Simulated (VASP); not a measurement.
Write the native input for VASP 6.6.1 that does the following.

```yaml
Task: single point
Functional: LDA
Potentials_or_basis: VASP PAW LDA potentials, release 64 (Sn_d, Se)
Cutoff: 500 eV
k_mesh: 12 × 12 × 12
Occupations: gaussian, width 0.01 eV
Spin: no spin polarisation
Dipole_correction: no
Further_INCAR_settings: ALGO = Normal; EDIFF = 1e-06; NBANDS = 17
```

The structure of SnSe lies in POSCAR:

```
SnSe
1.0
    0.0000000000      2.7744014326      2.7744014326
    2.7744014326      0.0000000000      2.7744014326
    2.7744014326      2.7744014326      0.0000000000
Sn Se
1 1
Direct
    0.0000000000      0.0000000000      0.0000000000
    0.5000000000      0.5000000000      0.5000000000
```

The input as run:

INCAR

```
  ALGO = Normal
  EDIFF = 1E-6
  ENCUT = 500
  GGA = CA
  GGA_COMPAT = F
  ISIF = 2
  ISMEAR = 0
  LASPH = T
  LCHARG = T
  LELF = T
  LREAL = F
  LVHAR = T
  LWAVE = F
  NBANDS = 17
  NELM = 120
  PREC = Accurate
  SIGMA = 0.01
```

KPOINTS

```
k-points
0
Gamma
  12 12 12
```

Potentials or basis: VASP PAW LDA potentials, release 64 (Sn_d, Se).

Run with:

```sh
$ cat potpaw_LDA.64/Sn_d/POTCAR potpaw_LDA.64/Se/POTCAR > POTCAR
$ mpirun -np 1 vasp_std > vasp.out
```

It gave:

```yaml
Pressure: 16.3 GPa
Band_gap_on_the_k_mesh: 0.11 eV (least direct gap 0.40 eV)
```

Caveat: the cell stands under pressure; spin-orbit coupling is left out, which moves the levels of the heavy elements.

Run time: 80 s on 1 thread of Intel(R) Xeon(R) Platinum 8375C CPU @ 2.90GHz (Ice Lake) (shared host), peak memory 0.18 GiB.
